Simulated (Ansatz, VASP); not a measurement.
**Two plane-wave programs on In**

```
In
1.0
     3.00257    0.00000    0.00000
     0.00000    3.00257    0.00000
     0.00000    0.00000    3.00257
In
1
Direct
  0.00000 0.00000 0.00000
```

Alike in both runs: task single point; functional r2SCAN; k mesh 12 × 12 × 12; occupations fermi-dirac, width 0.1 eV; no spin polarisation.

|  | VASP | Ansatz |
| --- | --- | --- |
| version | VASP 6.6.1 | Ansatz 0.2.0 |
| potentials or method | VASP PAW PBE potentials, release 64 (In_d), cutoff 520 eV | plane waves (500 eV) with PAW, scalar-relativistic |
| valence electrons in the cell | 13 | 13 |

```csv
,VASP,Ansatz,Ansatz less VASP
pressure (GPa),1.7,1.7,-0.02
```

VASP's potentials were made for PBE, not for r2SCAN.
